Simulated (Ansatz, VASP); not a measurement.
One calculation of HfBr2, two programs

```xyz
3
Lattice="0.0000 3.3231 3.3231 3.3231 0.0000 3.3231 3.3231 3.3231 0.0000" Properties=species:S:1:pos:R:3 pbc="T T T"
Hf    0.0000    0.0000    0.0000
Br    1.6615    1.6615    1.6615
Br    4.9846    4.9846    4.9846
```

Alike in both runs: functional PBE; k mesh 12 × 12 × 12; occupations gaussian, width 0.1 eV; no spin polarisation.

Ansatz relaxed the structure, and its values are those at the end. VASP's run is a single point on that final structure, the one shown.

```csv
,VASP,Ansatz
version,VASP 6.6.1,Ansatz 0.2.0
potentials or method,"VASP PAW PBE potentials, release 64 (Hf_pv, Br), cutoff 520 eV","scalar-relativistic, plane waves, PAW"
valence electrons in the cell,24,40
```

```csv
,VASP,Ansatz,Ansatz less VASP
gap on the k mesh at the Fermi level (eV),none,none,-
pressure (GPa),-0.4,0.0,+0.36
```

A gap of «none» marks a metal or a gap that the smearing closes. VASP's potentials hold 24 valence electrons a cell and Ansatz's 40, so a difference there can come from the potentials and not from the codes.

Neither program's run includes spin-orbit coupling.
